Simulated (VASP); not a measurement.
# Zn: single point with PBE

Zn:

```
Zn
1.0
     2.51139    0.00000    0.00000
    -1.25569    2.17493    0.00000
     0.00000    0.00000    4.41442
Zn
2
Cartesian
  0.0000 1.4500 1.1036
  1.2557 0.7250 3.3108
```

```yaml
Program: VASP 6.6.1
Task: single point
Functional: PBE
Potentials_or_basis: VASP PAW PBE potentials, release 64 (Zn)
Cutoff: 520 eV
k_mesh: 16 × 16 × 9
Occupations: fermi-dirac, width 0.05 eV
Spin: no spin polarisation
Dipole_correction: no
Further_INCAR_settings: ALGO = Normal; EDIFF = 1e-07; NBANDS = 19
```

```yaml
Pressure: 29.3 GPa
Band_gap_on_the_k_mesh: zero (band 12 reaches 6.83 eV, above the bottom of band 13 at 2.92 eV)
```

Stress tensor (GPa, compression positive):
```
29.40  0.00  0.00
 0.00 29.40  0.00
 0.00  0.00 29.18
```

Levels at points of the mesh, in eV from the Fermi level:
| k point | band 10 | band 11 | band 12 | band 13 | band 14 | band 15 |
| --- | --- | --- | --- | --- | --- | --- |
| (0.00, 0.00, 0.00) | -7.78 | -7.78 | -4.86 | -2.33 | 17.79 | 19.16 |
| (0.50, 0.00, 0.00) | -7.56 | -4.08 | -2.83 | 3.42 | 3.59 | 5.75 |

Wall time 39 s on 1 thread of Intel Xeon 6975P-C, with other jobs on the host, peak memory 0.18 GiB.
